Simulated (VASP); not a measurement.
Set up this calculation in VASP 6.6.1, as the native input.

- Task: single point
- Functional: PBE
- Potentials or basis: VASP PAW PBE potentials, release 64 (As)
- Cutoff: 520 eV
- k mesh: 17 × 17 × 17
- Occupations: fermi-dirac, width 0.05 eV
- Spin: no spin polarisation
- Dipole correction: no
- Further INCAR settings: ALGO = Normal; EDIFF = 1e-06; NBANDS = 8

The structure of As lies in POSCAR:

```
As
1.0
   -1.6836576150      1.6836576150      1.6836576150
    1.6836576150     -1.6836576150      1.6836576150
    1.6836576150      1.6836576150     -1.6836576150
As
1
Direct
    0.0000000000      0.0000000000      0.0000000000
```

The input as run:

INCAR

```
SYSTEM = As
  ALGO = Normal
  EDIFF = 1E-6
  ENCUT = 520
  GGA = PE
  ISIF = 2
  ISMEAR = -1
  LASPH = .TRUE.
  LCHARG = .FALSE.
  LREAL = .FALSE.
  LWAVE = .FALSE.
  NBANDS = 8
  NELM = 100
  PREC = Accurate
  SIGMA = 0.05
```

KPOINTS

```
k-points
0
G
  17 17 17
  0 0 0
```

Potentials or basis: VASP PAW PBE potentials, release 64 (As).

The run is started by

```console
$ cat potpaw_PBE.64/As/POTCAR > POTCAR
$ mpirun -np 1 vasp_std > vasp.out
```

Results of the run:

The pressure is 0.1 GPa.

Wall time 20 s on 1 thread of AMD EPYC 9R45 (Zen 5), with other jobs on the host, peak memory 0.12 GiB.
